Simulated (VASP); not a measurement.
Be7Te, 8 atoms in the cell. The structure is hexagonal, space group P-6m2 (No. 187). The conventional cell has a = 5.391 Å, b = 5.391 Å, c = 3.640 Å, α = 90.00°, β = 90.00°, γ = 120.00°. Be (site symmetry mm2) has 10 Be at 2.27 to 3.04 Å and 2 Te at 2.70 Å within 3.1 Å. Within 2.8 Å of Be (site symmetry mm2) lie 8 Be at 2.04 to 2.72 Å and 2 Te at 2.66 Å. Be (site symmetry -6m2) has 12 Be at 2.27 to 2.72 Å within 3.0 Å. Te (site symmetry -6m2) has 18 Be at 2.66 to 3.61 Å and 2 Te at 3.64 Å within 3.7 Å. The cell was built from a structure type or drawn by symmetry, and may not be a known phase.

- Program: VASP 6.6.1
- Task: single point
- Functional: PBE
- Potentials or basis: VASP PAW PBE potentials, release 64 (Be, Te)
- Cutoff: 600 eV
- k mesh: 4 × 4 × 4
- Occupations: gaussian, width 0.2 eV
- Spin: no spin polarisation
- Dipole correction: no
- Further INCAR settings: ALGO = Normal; EDIFF = 1e-06; NBANDS = 20

Potentials or basis: VASP PAW PBE potentials, release 64 (Be, Te).

The run is started by

```sh
$ cat potpaw_PBE.64/Be/POTCAR potpaw_PBE.64/Te/POTCAR > POTCAR
$ mpirun -np 1 vasp_std > vasp.out
```

Hardware: 1 thread of Intel(R) Xeon(R) 6975P-C (Granite Rapids) (shared host).

**Question.** How long does it take, and how much memory?

**Answer.** It took 20 s on 1 thread of Intel(R) Xeon(R) 6975P-C (Granite Rapids) (shared host), peak memory 0.24 GiB. Counts: scf iterations 16, k points 12.
